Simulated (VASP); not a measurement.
# Cu (Cmcm) in VASP: single point with PBEsol

Aim: the single point of Cu with PBEsol.

All numbers are computed with VASP 6.6.1; they aren't measurements. Logs are shortened: lines on timing, memory, paths and dates and some standing lists are left out, and cuts for length are marked.

### 1 The cell of the first run

It takes space group Cmcm (No. 63, orthorhombic). The conventional cell has a = 8.457 Å, b = 4.680 Å, c = 4.608 Å, α = 90.00°, β = 90.00°, γ = 90.00°. Cu (site symmetry m) has 9 Cu at 2.60 to 3.53 Å within 3.6 Å.

### 2 Single point, PBEsol

INCAR reads:

```
ALGO = Normal
EDIFF = 1E-7
ENCUT = 520
GGA = PS
ISIF = 2
ISMEAR = 1
LASPH = True
LCHARG = False
LREAL = False
LWAVE = False
NBANDS = 30
NELM = 80
PREC = Accurate
SIGMA = 0.05
```

KPOINTS reads:

```
k-points
0
Gamma
  6 6 5
```

POSCAR reads:

```
Cu
1.0
    4.2283400000     -2.3400000000      0.0000000000
    4.2283400000      2.3400000000      0.0000000000
    0.0000000000      0.0000000000      4.6075200000
Cu
4
Direct
    0.8957100000      0.4660400000      0.7500000000
    0.5339600000      0.1042900000      0.7500000000
    0.4660400000      0.8957100000      0.2500000000
    0.1042900000      0.5339600000      0.2500000000
```

Potentials or basis: VASP PAW PBE potentials, release 64 (Cu).

On the command line:

```console
> cat potpaw_PBE.64/Cu/POTCAR > POTCAR
> mpirun -np 1 vasp_std > vasp.out
```

OUTCAR:

```text
EDIFF = 1E-7
   ENCUT = 520
   GGA = PS
   ISIF = 2
   ISMEAR = 1
   LASPH = True
   LREAL = False
   NELM = 80
   PREC = Accurate

 ion  position               nearest neighbor table
   1  0.896  0.466  0.750-   4 2.60   4 2.60   2 2.62   2 2.62
   2  0.534  0.104  0.750-   3 2.60   3 2.60   1 2.62   1 2.62
   3  0.466  0.896  0.250-   2 2.60   2 2.60   4 2.62   4 2.62
   4  0.104  0.534  0.250-   1 2.60   1 2.60   3 2.62   3 2.62

  LATTYP: Found a base centered orthorhombic cell.
 ALAT       =     4.6800000000
 B/A-ratio  =     1.8069829060
 C/A-ratio  =     0.9845128205

  Lattice vectors:

 A1 = (  -4.2283400000,  -2.3400000000,   0.0000000000)
 A2 = (   4.2283400000,  -2.3400000000,   0.0000000000)
 A3 = (   0.0000000000,   0.0000000000,   4.6075200000)

Analysis of symmetry for initial positions (statically):
=====================================================================
 Subroutine PRICEL returns:
 Original cell was already a primitive cell.

 Routine SETGRP: Setting up the symmetry group for a
 base centered orthorhombic supercell.

 Subroutine GETGRP returns: Found  8 space group operations
 (whereof  4 operations were pure point group operations)
 out of a pool of  8 trial point group operations.

The static configuration has the point symmetry C_2h.
 The point group associated with its full space group is D_2h.

Analysis of symmetry for dynamics (positions and initial velocities):
=====================================================================
 Subroutine PRICEL returns:
 Original cell was already a primitive cell.

 Routine SETGRP: Setting up the symmetry group for a
 base centered orthorhombic supercell.

 Subroutine GETGRP returns: Found  8 space group operations
 (whereof  4 operations were pure point group operations)
 out of a pool of  8 trial point group operations.

The dynamic configuration has the point symmetry C_2h.
 The point group associated with its full space group is D_2h.

 Subroutine INISYM returns: Found  8 space group operations
 (whereof  4 operations are pure point group operations),
 and found     1 'primitive' translations

----------------------------------------------------------------------------------------

                                     Primitive cell

  volume of cell :      91.1765

  direct lattice vectors                    reciprocal lattice vectors
     4.228340000 -2.340000000  0.000000000     0.118249715 -0.213675214  0.000000000
     4.228340000  2.340000000  0.000000000     0.118249715  0.213675214  0.000000000
     0.000000000  0.000000000  4.607520000     0.000000000  0.000000000  0.217036497

  length of vectors
     4.832645151  4.832645151  4.607520000     0.244213210  0.244213210  0.217036497

  position of ions in fractional coordinates (direct lattice)
     0.895710000  0.466040000  0.750000000
     0.533960000  0.104290000  0.750000000
     0.466040000  0.895710000  0.250000000
     0.104290000  0.533960000  0.250000000

  ion indices of the primitive-cell ions
   primitive index   ion index
                 1           1
                 2           2
                 3           3
                 4           4

----------------------------------------------------------------------------------------

 KPOINTS: k-points

Automatic generation of k-mesh.
 Grid dimensions read from file:
 generate k-points for:    6    6    5

 Generating k-lattice:

  Cartesian coordinates                     Fractional coordinates (reciprocal lattice)
     0.019708286 -0.035612536  0.000000000     0.166666667  0.000000000  0.000000000
     0.019708286  0.035612536  0.000000000     0.000000000  0.166666667  0.000000000
     0.000000000  0.000000000  0.043407299     0.000000000  0.000000000  0.200000000

  Length of vectors
     0.040702202  0.040702202  0.043407299

  Shift w.r.t. Gamma in fractional coordinates (k-lattice)
     0.000000000  0.000000000  0.000000000

 Subroutine IBZKPT returns following result:
 ===========================================

 Found     39 irreducible k-points:

 Following reciprocal coordinates:
            Coordinates               Weight
  0.000000  0.000000  0.000000      1.000000
  0.166667  0.000000  0.000000      4.000000
  0.333333  0.000000  0.000000      4.000000
  0.500000 -0.000000  0.000000      2.000000
  0.166667  0.166667  0.000000      2.000000
  0.333333  0.166667  0.000000      4.000000
[... 16 lines left out ...]
  0.333333  0.333333  0.200000      4.000000
  0.500000  0.333333  0.200000      8.000000
 [... further k-points ...]
   k-points           NKPTS =     39   k-points in BZ     NKDIM =     39   number of bands    NBANDS=     30
   number of dos      NEDOS =    301   number of ions     NIONS =      4
   total plane-waves  NPLWV =  46656
   dimension x,y,z NGX =    36 NGY =   36 NGZ =   36
   dimension x,y,z NGXF=    72 NGYF=   72 NGZF=   72
   ions per type =               4
   NGX,Y,Z   is equivalent  to a cutoff of  12.38, 12.38, 12.99 a.u.
   NGXF,Y,Z  is equivalent  to a cutoff of  24.77, 24.77, 25.98 a.u.
 SYSTEM =  unknown system
   PREC   = accura    normal or accurate (medium, high low for compatibility)
   ISTART =      0    job   : 0-new  1-cont  2-samecut
   ICHARG =      2    charge: 1-file 2-atom 10-const
   ISPIN  =      1    spin polarized calculation?
   LNONCOLLINEAR =      F non collinear calculations
   LSORBIT =      F    spin-orbit coupling
   LASPH  =      T    aspherical Exc in radial PAW
   ENCUT  =  520.0 eV  38.22 Ry    6.18 a.u.   8.99  8.99  8.57*2*pi/ulx,y,z
   NELM   =     80;   NELMIN=  2; NELMDL= -5     # of ELM steps
   EDIFF  = 0.1E-06   stopping-criterion for ELM
   LREAL  =      F    real-space projection
   EDIFFG = 0.1E-05   stopping-criterion for IOM
   NSW    =      0    number of steps for IOM
   IBRION =     -1    ionic relax: 0-MD 1-quasi-New 2-CG
   NFREE  =      0    steps in history (QN), initial steepest desc. (CG)
   ISIF   =      2    stress and relaxation
   ISYM   =      2    0-nonsym 1-usesym 2-fastsym
   POTIM  = 0.5000    time-step for ionic-motion
   TEBEG  =    0.0;   TEEND  =   0.0 temperature during run
   PSTRESS=    0.0 pullay stress
   NELECT =      44.0000    total number of electrons
   NUPDOWN=      -1.0000    fix difference up-down
   EMIN   =  10.00;   EMAX   =-10.00  energy-range for DOS
   EFERMI =   0.00;   METHOD = LEGACY
   ISMEAR =     1;   SIGMA  =   0.05  broadening in eV -4-tet -1-fermi 0-gaus
   EFERMI_NEDOS =   21; number of points for ismear=-14 and -15
   IALGO  =     38    algorithm
   IMIX   =      4    mixing-type and parameters
     AMIX     =   0.40;   BMIX     =  1.00
     AMIX_MAG =   1.60;   BMIX_MAG =  1.00
  volume/ion in A,a.u.               =      22.79       153.82
  Fermi-wavevector in a.u.,A,eV,Ry     =   1.284098  2.426593 22.434740  1.648907
  Thomas-Fermi vector in A             =   2.416312
   LORBIT       =      0    0 simple, 1 ext, 2 COOP (PROOUT), +10 PAW based schemes
   GGA     = PS    functional components
   LHFCALC =     F    Hartree Fock is set to
   AEXX    =    0.0000 exact exchange contribution
   IVDW    =     0    specifies the selected vdW correction
   LEPSILON=     F    determine dielectric tensor
   LRPA    =     F    only Hartree local field effects (RPA)
 non-spin polarized calculation
 Methfessel and Paxton  Order N= 1 SIGMA  =   0.05
  energy-cutoff  :      520.00
  volume of cell :       91.18
 maximum number of plane-waves:      2484
   NGX = 17   NGY = 17   NGZ = 17

 number of electron      43.9999977 magnetization

 Free energy of the ion-electron system (eV)
  ---------------------------------------------------
  ext. energy  EPLUGINS =         0.00000000
  ---------------------------------------------------
  free energy    TOTEN  =       -12.53188008 eV

  energy without entropy =      -12.53173846  energy(sigma->0) =      -12.53183287

 E-fermi :   1.5576     XC(G=0):  -9.2686

 val. band max:        1.5395357517   @ k =   0.1667   0.1667   0.2000
 cond. band min:       1.5811266751   @ k =   0.5000  -0.0000   0.4000
 fundamental gap:      0.0415909234
 Fermi energy:         1.5575624886

 k-point     1 :       0.0000    0.0000    0.0000
  band No.  band energies     occupation
      1      -4.1746      2.00000
      2      -1.1630      2.00000
      3      -1.1198      2.00000
      4      -0.9127      2.00000
      5      -0.7464      2.00000
      6      -0.7308      2.00000
[... 22 lines left out ...]
     29       8.1648      0.00000
     30      10.4704      0.00000

 k-point     2 :       0.1667    0.0000    0.0000
  band No.  band energies     occupation
      1      -3.9353      2.00000
      2      -1.1317      2.00000
      3      -1.0596      2.00000
      4      -0.9569      2.00000
      5      -0.7777      2.00000
      6      -0.7551      2.00000
[... 22 lines left out ...]
     29       9.3862      0.00000
     30       9.5972      0.00000

 k-point     3 :       0.3333    0.0000    0.0000
  band No.  band energies     occupation
      1      -3.2412      2.00000
      2      -1.2492      2.00000
      3      -1.0403      2.00000
      4      -0.9667      2.00000
      5      -0.9041      2.00000
      6      -0.7987      2.00000
[... 22 lines left out ...]
     29       9.1956      0.00000
     30       9.8453      0.00000

 k-point     4 :       0.5000   -0.0000    0.0000
  band No.  band energies     occupation
      1      -2.2954      2.00000
      2      -2.0990      2.00000
      3      -0.9736      2.00000
      4      -0.9256      2.00000
      5      -0.9088      2.00000
      6      -0.9076      2.00000
[... 22 lines left out ...]
     29      10.1198      0.00000
     30      10.7725      0.00000

 k-point     5 :       0.1667    0.1667    0.0000
  band No.  band energies     occupation
      1      -3.9959      2.00000
      2      -1.1758      2.00000
      3      -1.0763      2.00000
      4      -0.9551      2.00000
      5      -0.7664      2.00000
      6      -0.7335      2.00000
[... 22 lines left out ...]
     29       9.1093      0.00000
     30      10.1463      0.00000
[... 526 lines left out ...]
     29       9.6429      0.00000
     30       9.8781      0.00000

 k-point    22 :      -0.1667    0.1667    0.2000
  band No.  band energies     occupation
      1      -3.1435      2.00000
      2      -1.1499      2.00000
      3      -1.0928      2.00000
      4      -1.0656      2.00000
      5      -0.9416      2.00000
      6      -0.8530      2.00000
[... 22 lines left out ...]
     29       9.0853      0.00000
     30      10.3420      0.00000

 k-point    23 :       0.3333    0.3333    0.2000
  band No.  band energies     occupation
      1      -3.2688      2.00000
      2      -1.1882      2.00000
      3      -1.0098      2.00000
      4      -0.9205      2.00000
      5      -0.8815      2.00000
      6      -0.7639      2.00000
[... 22 lines left out ...]
     29       8.4482      0.00000
     30      10.4097      0.00000

 k-point    24 :       0.5000    0.3333    0.2000
  band No.  band energies     occupation
      1      -2.8850      2.00000
      2      -1.2068      2.00000
      3      -1.0906      2.00000
      4      -0.9318      2.00000
      5      -0.8729      2.00000
      6      -0.7941      2.00000
[... 22 lines left out ...]
     29       9.7129      0.00000
     30      10.0120      0.00000

 [... further k-points ...]
[... 5 lines left out ...]
  --------------------------------------------------------------------------------------
  -------------------------------------------------------------------------------------
  Total       -5.9756883     -8.8002524     -9.0678301      0.0000000      0.0000000      0.0000000
  in kB     -105.0063439   -154.6403161   -159.3422597      0.0000000      0.0000000      0.0000000
  external PRESSURE =    -139.6629733 kB  Pullay stress =       0.0000000 kB

 VOLUME and BASIS-vectors are now :
 -----------------------------------------------------------------------------
  energy-cutoff  :      520.00
  volume of cell :       91.18
      direct lattice vectors                 reciprocal lattice vectors
     4.228340000 -2.340000000  0.000000000     0.118249715 -0.213675214  0.000000000
     4.228340000  2.340000000  0.000000000     0.118249715  0.213675214  0.000000000
     0.000000000  0.000000000  4.607520000     0.000000000  0.000000000  0.217036497

 POSITION                                       TOTAL-FORCE (eV/Angst)
 -----------------------------------------------------------------------------------
      5.75794     -1.00543      3.45564         0.510765      0.209753      0.000000
      2.69874     -1.00543      3.45564        -0.510765      0.209753      0.000000
      5.75794      1.00543      1.15188         0.510765     -0.209753      0.000000
      2.69874      1.00543      1.15188        -0.510765     -0.209753      0.000000
 -----------------------------------------------------------------------------------
    total drift:                                0.000000      0.000000     -0.000000

  FREE ENERGIE OF THE ION-ELECTRON SYSTEM (eV)
  ---------------------------------------------------
  free  energy   TOTEN  =       -12.5318800799 eV

  energy  without entropy=      -12.5317384640  energy(sigma->0) =      -12.53183287
```

It took 81 s on 1 thread of Intel Xeon 8259CL, shared host; peak memory 0.21 GiB.

Results:

* Free energy: -12.5319 eV
* Pressure: -14.0 GPa
* Largest force: 0.552 eV/Å
* Band gap on the k mesh: zero (bands 22 and 23 overlap by 2.08 eV)

Forces on the atoms (eV/Å):
```
Cu   0.511  0.210  0.000
Cu  -0.511  0.210  0.000
Cu   0.511 -0.210  0.000
Cu  -0.511 -0.210  0.000
```

Caveat: the cell stands under tension; the PAW data sets were made with another functional, which shifts forces and pressure a little.
